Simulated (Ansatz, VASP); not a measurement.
# One calculation of B2As3, two programs

```
B As
1.0
     3.44490    0.00000    0.00000
    -1.72245    2.98337    0.00000
     0.00000    0.00000   15.23833
B As
4 6
Direct
  0.66667 0.33333 0.81076
  0.00000 0.00000 0.62953
  0.33333 0.66667 0.18924
  0.00000 0.00000 0.37047
  0.66667 0.33333 0.95138
  0.00000 0.00000 0.76697
  0.33333 0.66667 0.58508
  0.33333 0.66667 0.04862
  0.00000 0.00000 0.23303
  0.66667 0.33333 0.41492
```

Alike in both runs: functional PBE; k mesh 5 × 5 × 1; occupations gaussian, width 0.2 eV; no spin polarisation.

Ansatz relaxed the structure, and its values are those at the end. VASP's run is a single point on that final structure, the one shown.

|  | VASP | Ansatz |
| --- | --- | --- |
| version | VASP 6.6.1 | Ansatz 0.2.0 |
| potentials or method | VASP PAW PBE potentials, release 64 (B, As), cutoff 520 eV | scalar-relativistic, plane waves, PAW |
| valence electrons in the cell | 42 | 102 |

|  | VASP | Ansatz | Ansatz less VASP |
| --- | --- | --- | --- |
| gap on the k mesh at the Fermi level (eV) | none | none | - |
| pressure (GPa) | 0.4 | -0.1 | -0.44 |
| rms of the force components (eV/Å) | 0.027 | 0.027 | -0.0006 |

A gap of «none» marks a metal or a gap that the smearing closes. VASP's potentials hold 42 valence electrons a cell and Ansatz's 102, so a difference there can come from the potentials and not from the codes.

The k mesh is coarse, so the values compare programs but aren't converged.
